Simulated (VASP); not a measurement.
## Si4N: single point with PBE

Crystal: Si4N.

```
CELL_PARAMETERS angstrom
3.34840 1.93320 1.79050
-3.34840 1.93320 1.79050
0.00000 -3.86640 1.79050
ATOMIC_POSITIONS crystal
Si 0.71211 0.16412 0.71211
Si 0.71211 0.71211 0.16412
Si 0.16412 0.71211 0.71211
Si 0.32257 0.32257 0.32257
N 0.99159 0.99159 0.99159
```

```json
{
  "Program": "VASP 6.6.1",
  "Task": "single point",
  "Functional": "PBE",
  "Potentials or basis": "VASP PAW PBE potentials, release 64 (Si, N)",
  "Cutoff": "520 eV",
  "k mesh": "6 × 6 × 6",
  "Occupations": "gaussian, width 0.1 eV",
  "Spin": "no spin polarisation",
  "Dipole correction": "no",
  "Further INCAR settings": "ALGO = Normal; EDIFF = 1e-06; NBANDS = 18"
}
```

```yaml
Pressure: 0.0 GPa
Largest_force: 0.010 eV/Å
```

Forces in eV/Å, atoms in the order of the input:
```
Si  -0.003  0.002 -0.003
Si   0.000 -0.003 -0.003
Si   0.003  0.002 -0.003
Si   0.000  0.000 -0.002
N    0.000  0.000  0.010
```

Stress tensor (GPa, compression positive):
```
 0.03  0.00  0.00
 0.00  0.03  0.00
 0.00  0.00 -0.07
```

Levels at points of the mesh, in eV from the Fermi level:
| k point | band 9 | band 10 | band 11 | band 12 | band 13 | band 14 |
| --- | --- | --- | --- | --- | --- | --- |
| (0.00, 0.00, 0.00) | -3.82 | -2.18 | -1.01 | 1.44 | 1.44 | 2.65 |
| (0.50, 0.00, 0.00) | -2.04 | -0.31 | -0.11 | 0.82 | 1.33 | 2.38 |
| (0.50, 0.50, 0.00) | -2.56 | -0.31 | -0.30 | 0.59 | 3.08 | 3.63 |
| (0.50, 0.50, 0.50) | -1.80 | -1.80 | 2.75 | 3.03 | 3.03 | 3.19 |

It took 11 s on 1 thread of Intel(R) Xeon(R) 6975P-C (Granite Rapids) (shared host), peak memory 0.18 GiB.
